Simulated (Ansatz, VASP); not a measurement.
## Two plane-wave programs on K

INCAR

```
SYSTEM = K
  PREC = Accurate
  ENCUT = 520
  EDIFF = 1E-6
  ISMEAR = 0
  SIGMA = 0.15
  LREAL = .False.
  LASPH = .True.
  NELM = 60
  ALGO = Fast
  ISIF = 2
  LWAVE = .False.
  LCHARG = .True.
  GGA = PE
  IVDW = 12
  LELF = .True.
  LVHAR = .True.
  NBANDS = 10
```

Contents of KPOINTS:

```
Automatic mesh
0
Gamma
  12 12 12
  0 0 0
```

File POSCAR:

```
K
1.0
    0.0000000000      3.3918728180      3.2901166335
    3.3918728180      0.0000000000      3.2901166335
    3.3918728180      3.3918728180      0.0000000000
K
1
Direct
    0.0000000000      0.0000000000      0.0000000000
```

Input for Ansatz:

```yaml
crystal:
  lattice:
    - [0.0, 3.391872818, 3.2901166335]
    - [3.391872818, 0.0, 3.2901166335]
    - [3.391872818, 3.391872818, 0.0]
  atoms:
    - { symbol: K, position: [0.0, 0.0, 0.0] }
basis:
  ecutwfc: 420
kpoints:
  mp_grid: { grid: [12, 12, 12] }
hamiltonian:
  xc: pbe
  dispersion: d3bj
scf:
  occupations: { method: gaussian, width: 0.15 }
output:
  forces: true
  stress: true
  eigenvalues: true
```

Change from the starting cell: strain +0.000 along x and y, -0.030 along z, atoms carried along.

Alike in both runs: task single point; functional PBE; dispersion D3(BJ); k mesh 12 × 12 × 12; occupations gaussian, width 0.15 eV; no spin polarisation.

```csv
,VASP,Ansatz
version,VASP 6.6.1,Ansatz 0.2.0
potentials or method,"VASP PAW PBE potentials, release 64 (K_sv), cutoff 520 eV","scalar-relativistic, plane waves, PAW"
valence electrons in the cell,9,9
```

```tsv
	VASP	Ansatz	Ansatz less VASP
gap on the k mesh at the Fermi level (eV)	none	none	-
pressure (GPa)	-0.3	-0.3	0.00
```

A gap of «none» marks a metal or a gap that the smearing closes.
